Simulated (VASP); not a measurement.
# Hf4Br (P4/mmm) in VASP: notebook, part 2 of 3

VASP 6.6.1. The steps go on from the part before.

### Step 4. Relaxation of cell and atoms, PBE

This run uses another cell than the first one, of 25.16 Å³/atom.

Input file INCAR:

```
SYSTEM = Hf4Br
  PREC = Accurate
  ENCUT = 600
  EDIFF = 1E-6
  ISMEAR = 0
  SIGMA = 0.1
  LREAL = .False.
  LASPH = .True.
  NELM = 80
  ALGO = Normal
  ISIF = 3
  LWAVE = .False.
  LCHARG = .False.
  GGA = PE
  IBRION = 2
  NSW = 90
  EDIFFG = -0.04
```

Input file KPOINTS:

```
Automatic mesh
0
Gamma
  6 6 2
  0 0 0
```

Input file POSCAR:

```
Hf4Br
1.0
    3.6374458737      0.0000000000      0.0000000000
    0.0000000000      3.6374458737      0.0000000000
    0.0000000000      0.0000000000      9.5095428680
Hf Br
4 1
Direct
    0.0000000000      0.0000000000      0.5000000000
    0.5000000000      0.5000000000      0.0000000000
    0.5000000000      0.5000000000      0.6763072227
    0.5000000000      0.5000000000      0.3236927773
    0.0000000000      0.0000000000      0.0000000000
```

Potentials or basis: VASP PAW PBE potentials, release 64 (Hf_pv, Br).

The run is started by

```sh
> cat potpaw_PBE.64/Hf_pv/POTCAR potpaw_PBE.64/Br/POTCAR > POTCAR
> mpirun -np 1 vasp_std > vasp.out
```

OUTCAR:

```text
SYSTEM = Hf4Br
   PREC = Accurate
   ENCUT = 600
   EDIFF = 1E-6
   ISMEAR = 0
   LREAL = .False.
   LASPH = .True.
   NELM = 80
   ISIF = 3
   GGA = PE
   IBRION = 2
   NSW = 90
   EDIFFG = -0.04

 ion  position               nearest neighbor table
   1  0.000  0.000  0.500-   3 3.07   4 3.07   3 3.07   4 3.07   3 3.07   4 3.07   3 3.07   4 3.07

   2  0.500  0.500  0.000-   5 2.57   5 2.57   5 2.57   5 2.57   3 3.08   4 3.08
   3  0.500  0.500  0.676-   1 3.07   1 3.07   1 3.07   1 3.07   2 3.08   4 3.35
   4  0.500  0.500  0.324-   1 3.07   1 3.07   1 3.07   1 3.07   2 3.08   3 3.35
   5  0.000  0.000  0.000-   2 2.57   2 2.57   2 2.57   2 2.57

  LATTYP: Found a simple tetragonal cell.
 ALAT       =     3.6374458737
 C/A-ratio  =     2.6143462194

  Lattice vectors:

 A1 = (   3.6374458737,   0.0000000000,   0.0000000000)
 A2 = (   0.0000000000,   3.6374458737,   0.0000000000)
 A3 = (   0.0000000000,   0.0000000000,   9.5095428680)

Analysis of symmetry for initial positions (statically):
=====================================================================
 Subroutine PRICEL returns:
 Original cell was already a primitive cell.

 Routine SETGRP: Setting up the symmetry group for a
 simple tetragonal supercell.

[... 157 lines left out ...]
   NGX = 15   NGY = 15   NGZ = 37

--------------------------------------- Ionic step        1  -------------------------------------------

 number of electron      47.0000007 magnetization

 Free energy of the ion-electron system (eV)
  ---------------------------------------------------
  ext. energy  EPLUGINS =         0.00000000
  ---------------------------------------------------
  free energy    TOTEN  =       -38.27908241 eV

  energy without entropy =      -38.22737810  energy(sigma->0) =      -38.25323026

------------------------ aborting loop because EDIFF is reached ----------------------------------------

  FORCE on cell =-STRESS in cart. coord.  units (eV):
  Direction    XX          YY          ZZ          XY          YZ          ZX
  --------------------------------------------------------------------------------------
  -------------------------------------------------------------------------------------
  Total       -0.0911289     -0.0911289     -0.7102720      0.0000000      0.0000000      0.0000000
  in kB       -1.1604174     -1.1604174     -9.0444577      0.0000000      0.0000000      0.0000000
  external PRESSURE =      -3.7884308 kB  Pullay stress =       0.0000000 kB
[... 299 lines left out ...]
--------------------------------------- Ionic step        9  -------------------------------------------

 number of electron      47.0000007 magnetization

 Free energy of the ion-electron system (eV)
  ---------------------------------------------------
  ext. energy  EPLUGINS =         0.00000000
  ---------------------------------------------------
  free energy    TOTEN  =       -38.29385077 eV

  energy without entropy =      -38.24833858  energy(sigma->0) =      -38.27109467

 E-fermi :   4.3573     XC(G=0): -10.4004

 val. band max:        4.3451543425   @ k =   0.3333   0.3333   0.0000
 cond. band min:       4.3606104356   @ k =   0.0000   0.0000   0.0000
 fundamental gap:      0.0154560931
 Fermi energy:         4.3573486037

 k-point     1 :       0.0000    0.0000    0.0000
  band No.  band energies     occupation
      1     -27.3501      2.00000
      2     -27.3501      2.00000
      3     -26.8998      2.00000
      4     -26.4570      2.00000
      5     -26.4570      2.00000
      6     -26.4211      2.00000
[... 641 lines left out ...]
  FREE ENERGIE OF THE ION-ELECTRON SYSTEM (eV)
  ---------------------------------------------------
  free  energy   TOTEN  =       -38.2938507677 eV

  energy  without entropy=      -38.2483385780  energy(sigma->0) =      -38.27109467

 reached required accuracy - stopping structural energy minimisation
```

OSZICAR:

```text
N       E                     dE             d eps       ncg     rms          rms(c)
DAV:   1     0.221543771620E+03    0.22154E+03   -0.27264E+04  1144   0.172E+03
DAV:   2    -0.225846081886E+02   -0.24413E+03   -0.23714E+03  1304   0.380E+02
DAV:   3    -0.406845396934E+02   -0.18100E+02   -0.16971E+02  1468   0.584E+01
[... 97 lines left out ...]
DAV:   4    -0.382938855923E+02    0.47189E-03   -0.16492E-03  1380   0.132E-01    0.119E-01
DAV:   5    -0.382938564815E+02    0.29111E-04   -0.14217E-04  1328   0.615E-02    0.606E-02
DAV:   6    -0.382938516747E+02    0.48068E-05   -0.31325E-05  1396   0.264E-02    0.304E-02
DAV:   7    -0.382938504022E+02    0.12725E-05   -0.84739E-06  1108   0.128E-02    0.122E-02
DAV:   8    -0.382938507677E+02   -0.36549E-06   -0.69776E-07   672   0.513E-03
   9 F= -.38293851E+02 E0= -.38271095E+02  d E =-.692241E-03
```

CONTCAR:

```text
Hf4Br
   1.00000000000000
     3.6687790255188744    0.0000000000000000    0.0000000000000000
    -0.0000000000000000    3.6687790255188744    0.0000000000000000
    -0.0000000000000000    0.0000000000000000    9.3188473909914258
  Hf              Br
     4     1
Direct
     0.0000000000000000    1.0000000000000000    0.5000000000000000
     0.5000000000000000    0.5000000000000000    0.0000000000000000
     0.5000000000000000    0.5000000000000000    0.6716065768993381
     0.5000000000000000    0.5000000000000000    0.3283934231006618
     0.0000000000000000    1.0000000000000000    0.0000000000000000

  0.00000000E+00  0.00000000E+00  0.00000000E+00
  0.00000000E+00  0.00000000E+00  0.00000000E+00
  0.00000000E+00  0.00000000E+00  0.00000000E+00
  0.00000000E+00  0.00000000E+00  0.00000000E+00
  0.00000000E+00  0.00000000E+00  0.00000000E+00
```

It took 5.5 min on 1 thread of Intel Xeon 6975P-C (Granite Rapids), shared host; peak memory 0.3 GiB.

Results:

| Item | Value |
| --- | --- |
| Free energy | -38.2939 eV |
| Relaxed volume | 25.09 Å³/atom |
| Relaxed cell | a = 3.669 Å, b = 3.669 Å, c = 9.319 Å, α = 90.00°, β = 90.00°, γ = 90.00° |
| Space group after relaxing (to 0.1 Å) | P4/mmm (No. 123) |
| Energy gained by relaxing | 3.0 meV/atom |
| Ionic steps | 9 |
| Pressure after relaxing | 0.0 GPa |
| Largest force after relaxing | 0.018 eV/Å |
| Band gap on the k mesh | zero (an odd number of electrons rules out a gap without spin polarisation) |

Forces in eV/Å, atoms in the order of the input:
```
Hf   0.000  0.000  0.000
Hf   0.000  0.000  0.000
Hf   0.000  0.000 -0.018
Hf   0.000  0.000  0.018
Br   0.000  0.000  0.000
```

The path:
| step | energy change (eV) | largest force (eV/Å) | pressure (GPa) | volume (Å³) |
| --- | --- | --- | --- | --- |
| 1 | 0.0000 | 0.1265 | -0.38 | 125.82 |
| 2 | -0.0043 | 0.0986 | 0.25 | 124.74 |
| 3 | -0.0046 | 0.0853 | 0.51 | 124.31 |
| 4 | -0.0076 | 0.0939 | 0.44 | 124.40 |
| 5 | -0.0120 | 0.1064 | 0.27 | 124.64 |
| 6 | -0.0121 | 0.1090 | 0.26 | 124.67 |
| 7 | -0.0136 | 0.0877 | -0.01 | 125.22 |
| 8 | -0.0141 | 0.0726 | -0.21 | 125.65 |
| 9 | -0.0148 | 0.0177 | 0.01 | 125.43 |

Final structure:
```cif
data_structure
_symmetry_space_group_name_H-M 'P 1'
_symmetry_Int_Tables_number 1
_cell_length_a 3.6688
_cell_length_b 3.6688
_cell_length_c 9.3188
_cell_angle_alpha 90.000
_cell_angle_beta 90.000
_cell_angle_gamma 90.000
_cell_volume 125.43
loop_
_atom_site_label
_atom_site_type_symbol
_atom_site_fract_x
_atom_site_fract_y
_atom_site_fract_z
_atom_site_occupancy
Hf1 Hf 0.00000 0.00000 0.50000 1
Hf2 Hf 0.50000 0.50000 0.00000 1
Hf3 Hf 0.50000 0.50000 0.67161 1
Hf4 Hf 0.50000 0.50000 0.32839 1
Br1 Br 0.00000 0.00000 0.00000 1
```

Caveat: spin-orbit coupling is left out, which moves the levels of the heavy elements; an odd number of electrons without spin polarisation forces a metal; a magnetic or distorted state may lie lower.

(Part 2 of 3 ends here.)

The gap in the log of VASP goes by the Fermi energy; the results here count the filled bands.